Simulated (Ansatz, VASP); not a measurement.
# Two plane-wave programs on Sn

File INCAR:

```
PREC = Accurate
ENCUT = 520
EDIFF = 1E-6
ISMEAR = 0
SIGMA = 0.15
LREAL = F
LASPH = T
NELM = 80
ALGO = Fast
ISIF = 2
LWAVE = F
LCHARG = F
GGA = PE
NBANDS = 21
```

File KPOINTS:

```
regular mesh
0
Gamma
  14 14 14
```

The input POSCAR:

```
Sn
1.0
    0.0000000000      3.5258469821      2.7501606460
    3.5258469821      0.0000000000      2.7501606460
    3.5258469821      3.5258469821      0.0000000000
Sn
2
Direct
    0.5000000000      0.5000000000      0.5000000000
    0.7500000000      0.7500000000      0.7500000000
```

Input for Ansatz:

```yaml
crystal:
  lattice:
    - [0.0, 3.5258469821, 2.750160646]
    - [3.5258469821, 0.0, 2.750160646]
    - [3.5258469821, 3.5258469821, 0.0]
  atoms:
    - { symbol: Sn, position: [0.5, 0.5, 0.5] }
    - { symbol: Sn, position: [0.75, 0.75, 0.75] }
basis:
  ecutwfc: 420
kpoints:
  mp_grid: { grid: [14, 14, 14] }
hamiltonian:
  xc: pbe
scf:
  occupations: { method: gaussian, width: 0.15 }
output:
  forces: true
  stress: true
  eigenvalues: true
```

Alike in both runs: task single point; functional PBE; k mesh 14 × 14 × 14; occupations gaussian, width 0.15 eV; no spin polarisation.

|  | VASP | Ansatz |
| --- | --- | --- |
| version | VASP 6.6.1 | Ansatz 0.2.0 |
| potentials or method | VASP PAW PBE potentials, release 64 (Sn_d), cutoff 520 eV | scalar-relativistic, plane waves, PAW |
| valence electrons in the cell | 28 | 28 |

```csv
,VASP,Ansatz,Ansatz less VASP
gap on the k mesh at the Fermi level (eV),none,none,-
pressure (GPa),2.2,2.2,+0.06
"traceless stress, the component that is largest in VASP (GPa)",2.11,2.11,+0.003
```

A gap of «none» marks a metal or a gap that the smearing closes. The functional is the same, so the differences come from potentials, cutoffs and numerics.
